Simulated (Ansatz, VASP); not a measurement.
# Al: VASP beside Ansatz

```xyz
1
Lattice="0.0000 1.9749 1.9749 1.9749 0.0000 1.9749 1.9749 1.9749 0.0000" Properties=species:S:1:pos:R:3 pbc="T T T"
Al    0.0000    0.0000    0.0000
```

Alike in both runs: functional revPBE; dispersion D3(BJ); k mesh 18 × 18 × 18; occupations gaussian, width 0.1 eV; no spin polarisation.

Ansatz relaxed the structure, and its values are those at the end. VASP's run is a single point on that final structure, the one shown.

|  | VASP | Ansatz |
| --- | --- | --- |
| version | VASP 6.6.1 | Ansatz 0.2.0 |
| potentials or method | VASP PAW PBE potentials, release 64 (Al), cutoff 500 eV | scalar-relativistic, plane waves, PAW |
| valence electrons in the cell | 3 | 3 |

|  | VASP | Ansatz | Ansatz less VASP |
| --- | --- | --- | --- |
| gap on the k mesh at the Fermi level (eV) | none | none | - |
| pressure (GPa) | -0.2 | 0.0 | +0.20 |

VASP's potentials were made for PBE, not for revPBE. A gap of «none» marks a metal or a gap that the smearing closes.
